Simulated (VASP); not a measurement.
# C (P4/mmm) in VASP: notebook, part 2 of 2

VASP 6.6.1.

### 3 Single point, PBE

File INCAR:

```
SYSTEM = C
PREC = Accurate
ENCUT = 520
EDIFF = 1E-6
ISMEAR = 0
SIGMA = 0.02
LREAL = .FALSE.
LASPH = .TRUE.
NELM = 80
ALGO = Normal
ISIF = 2
LWAVE = .FALSE.
LCHARG = .FALSE.
GGA = PE
NBANDS = 36
```

File KPOINTS:

```
regular mesh
0
G
  6 6 8
  0 0 0
```

File POSCAR:

```
C
1.0
    5.4741344375      0.0000000000      0.0000000000
    0.0000000000      5.4741344375      0.0000000000
    0.0000000000      0.0000000000      3.8680172594
C
12
Direct
    0.0000000000      0.6233561309      0.5000000000
    0.0000000000      0.3766438691      0.5000000000
    0.3766438691      0.0000000000      0.5000000000
    0.6233561309      0.0000000000      0.5000000000
    0.2073321684      0.0000000000      0.2014311853
    0.7926678316      0.0000000000      0.2014311853
    0.0000000000      0.2073321684      0.2014311853
    0.0000000000      0.7926678316      0.2014311853
    0.7926678316      0.0000000000      0.7985688147
    0.2073321684      0.0000000000      0.7985688147
    0.0000000000      0.7926678316      0.7985688147
    0.0000000000      0.2073321684      0.7985688147
```

Potentials or basis: VASP PAW PBE potentials, release 64 (C).

Started as:

```
> cat potpaw_PBE.64/C/POTCAR > POTCAR
> mpirun -np 1 vasp_std > vasp.out
```

OUTCAR:

```text
SYSTEM = C
   PREC = Accurate
   ENCUT = 520
   EDIFF = 1E-6
   ISMEAR = 0
   LREAL = .FALSE.
   LASPH = .TRUE.
   NELM = 80
   ISIF = 2
   GGA = PE

 ion  position               nearest neighbor table
   1  0.000  0.623  0.500-   2 1.35   8 1.48  11 1.48
   2  0.000  0.377  0.500-   1 1.35   7 1.48  12 1.48
   3  0.377  0.000  0.500-   4 1.35   5 1.48  10 1.48
   4  0.623  0.000  0.500-   3 1.35   6 1.48   9 1.48
   5  0.207  0.000  0.201-   3 1.48  10 1.56   8 1.61   7 1.61
   6  0.793  0.000  0.201-   4 1.48   9 1.56   8 1.61   7 1.61
   7  0.000  0.207  0.201-   2 1.48  12 1.56   6 1.61   5 1.61
   8  0.000  0.793  0.201-   1 1.48  11 1.56   6 1.61   5 1.61
   9  0.793  0.000  0.799-   4 1.48   6 1.56  11 1.61  12 1.61
  10  0.207  0.000  0.799-   3 1.48   5 1.56  11 1.61  12 1.61
  11  0.000  0.793  0.799-   1 1.48   8 1.56   9 1.61  10 1.61
  12  0.000  0.207  0.799-   2 1.48   7 1.56   9 1.61  10 1.61

  LATTYP: Found a simple tetragonal cell.
 ALAT       =     5.4741344375
 C/A-ratio  =     0.7065988794

  Lattice vectors:

 A1 = (   5.4741344375,   0.0000000000,   0.0000000000)
 A2 = (   0.0000000000,   5.4741344375,   0.0000000000)
 A3 = (   0.0000000000,   0.0000000000,   3.8680172594)

Analysis of symmetry for initial positions (statically):
=====================================================================
 Subroutine PRICEL returns:
 Original cell was already a primitive cell.

 Routine SETGRP: Setting up the symmetry group for a
 simple tetragonal supercell.

 Subroutine GETGRP returns: Found 16 space group operations
 (whereof 16 operations were pure point group operations)
 out of a pool of 16 trial point group operations.

The static configuration has the point symmetry D_4h.

Analysis of symmetry for dynamics (positions and initial velocities):
[... 160 lines left out ...]
   LEPSILON=     F    determine dielectric tensor
   LRPA    =     F    only Hartree local field effects (RPA)
 non-spin polarized calculation
 Gauss-broadening in eV      SIGMA  =   0.02
  energy-cutoff  :      520.00
  volume of cell :      115.91
 maximum number of plane-waves:      3192
 NGX is ok and might be reduce to    42
   NGX = 21   NGY = 21   NGZ = 15

 number of electron      47.9999996 magnetization

 Free energy of the ion-electron system (eV)
  ---------------------------------------------------
  ext. energy  EPLUGINS =         0.00000000
  ---------------------------------------------------
  free energy    TOTEN  =      -101.73946703 eV

  energy without entropy =     -101.73946703  energy(sigma->0) =     -101.73946703

 E-fermi :   4.4450     XC(G=0):  -9.4220

 val. band max:        4.2895597153   @ k =   0.5000   0.5000   0.5000
 cond. band min:       5.0518119450   @ k =   0.5000   0.5000   0.0000
 fundamental gap:      0.7622522297
 Fermi energy:         4.4449740743

 k-point     1 :       0.0000    0.0000    0.0000
  band No.  band energies     occupation
      1     -17.1364      2.00000
      2     -12.1306      2.00000
      3     -12.1306      2.00000
      4     -12.0484      2.00000
      5     -11.7201      2.00000
      6      -9.4618      2.00000
[... 925 lines left out ...]
     35      11.8365      0.00000
     36      12.6363      0.00000

 [... further k-points ...]

------------------------ aborting loop because EDIFF is reached ----------------------------------------

  FORCE on cell =-STRESS in cart. coord.  units (eV):
  Direction    XX          YY          ZZ          XY          YZ          ZX
  --------------------------------------------------------------------------------------
  -------------------------------------------------------------------------------------
  Total        0.2417173      0.2417173      0.2458728      0.0000000     -0.0000000      0.0000000
  in kB        3.3411731      3.3411731      3.3986132      0.0000000     -0.0000000      0.0000000
  external PRESSURE =       3.3603198 kB  Pullay stress =       0.0000000 kB

 VOLUME and BASIS-vectors are now :
 -----------------------------------------------------------------------------
  energy-cutoff  :      520.00
  volume of cell :      115.91
      direct lattice vectors                 reciprocal lattice vectors
     5.474134438  0.000000000  0.000000000     0.182677282  0.000000000  0.000000000
     0.000000000  5.474134438  0.000000000     0.000000000  0.182677282  0.000000000
     0.000000000  0.000000000  3.868017259     0.000000000  0.000000000  0.258530387

 POSITION                                       TOTAL-FORCE (eV/Angst)
 -----------------------------------------------------------------------------------
      0.00000      3.41234      1.93401        -0.000000      0.003134      0.000000
      0.00000      2.06180      1.93401        -0.000000     -0.003134      0.000000
      2.06180      0.00000      1.93401        -0.003134     -0.000000      0.000000
      3.41234      0.00000      1.93401         0.003134     -0.000000      0.000000
      1.13496      0.00000      0.77914         0.026343     -0.000000      0.011603
      4.33917      0.00000      0.77914        -0.026343     -0.000000      0.011603
      0.00000      1.13496      0.77914        -0.000000      0.026343      0.011603
      0.00000      4.33917      0.77914        -0.000000     -0.026343      0.011603
      4.33917      0.00000      3.08888        -0.026343     -0.000000     -0.011603
      1.13496      0.00000      3.08888         0.026343     -0.000000     -0.011603
      0.00000      4.33917      3.08888         0.000000     -0.026343     -0.011603
      0.00000      1.13496      3.08888        -0.000000      0.026343     -0.011603
 -----------------------------------------------------------------------------------
    total drift:                               -0.000000      0.000000      0.000000

  FREE ENERGIE OF THE ION-ELECTRON SYSTEM (eV)
  ---------------------------------------------------
  free  energy   TOTEN  =      -101.7394670341 eV

  energy  without entropy=     -101.7394670341  energy(sigma->0) =     -101.73946703
```

stdout:

```text
POSCAR found type information on POSCAR C
 POSCAR found :  1 types and      12 ions
 scaLAPACK will be used
 LDA part: xc-table for (Slater+PW92), standard interpolation
 POSCAR, INCAR and KPOINTS ok, starting setup
 FFT: planning ... GRIDC
 FFT: planning ... GRID_SOFT
 FFT: planning ... GRID
 WAVECAR not read
 entering main loop
```

Wall time 4.5 min (1 thread of AMD EPYC 7R43 (Zen 3), shared host); peak memory 0.25 GiB.

Results:

```
Free energy            : -101.7395 eV
Pressure               : 0.3 GPa
Largest force          : 0.029 eV/Å
Band gap on the k mesh : 0.76 eV, indirect (least direct gap 2.30 eV)
```

Forces in eV/Å, atoms in the order of the input:
```
C    0.000  0.003  0.000
C    0.000 -0.003  0.000
C   -0.003  0.000  0.000
C    0.003  0.000  0.000
C    0.026  0.000  0.012
C   -0.026  0.000  0.012
C    0.000  0.026  0.012
C    0.000 -0.026  0.012
C   -0.026  0.000 -0.012
C    0.026  0.000 -0.012
C    0.000 -0.026 -0.012
C    0.000  0.026 -0.012
```

A k mesh can miss the band edges. PBE gaps usually lie below the measured ones, often by a third to a half.
